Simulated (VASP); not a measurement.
Runs of VASP 6.6.1 on Al. The structure is that of space group P6_3/mmc (No. 194), or close to it. The cells are those of the table. 

| task | cell | k mesh | cutoff (eV) | gap on the mesh (eV) | pressure (GPa) |
| --- | --- | --- | --- | --- | --- |
| single point | a = 2.873, b = 2.873, c = 4.634 Å, angles 90.0, 90.0, 120.0°, 2 atoms | 14 × 14 × 8 | 520 | none | -2.8 |
| relaxation of cell and atoms | relaxed from a = 2.863, b = 2.863, c = 4.676 Å, angles 90.0, 90.0, 120.0°, 2 atoms | 13 × 13 × 7 | 600 | none | 0.0 |
| single point | a = 2.836, b = 2.836, c = 4.573 Å, angles 90.0, 90.0, 120.0°, 2 atoms | 13 × 13 × 7 | 520 | none | (b) |
| single point | a = 2.718, b = 2.718, c = 4.383 Å, angles 90.0, 90.0, 120.0°, 2 atoms | 14 × 14 × 8 | 520 | none | (a) |
| single point | a = 2.798, b = 2.798, c = 4.512 Å, angles 90.0, 90.0, 120.0°, 2 atoms | 14 × 14 × 8 | 520 | none | 3.7 |
| single point | a = 2.758, b = 2.758, c = 4.448 Å, angles 90.0, 90.0, 120.0°, 2 atoms | 14 × 14 × 8 | 520 | none | 8.3 |
| single point | a = 2.910, b = 2.910, c = 4.692 Å, angles 90.0, 90.0, 120.0°, 2 atoms | 14 × 14 × 8 | 520 | none | -5.2 |

Alike in all rows: level LDA; potentials or basis VASP PAW LDA potentials, release 64 (Al); no spin polarisation; smearing fermi-dirac 0.1 eV.

**Question.** Estimate the missing entries.

**Answer.** (a) 13.9; (b) 0.1.

A gap of «none» marks levels without a gap at the run's occupations.
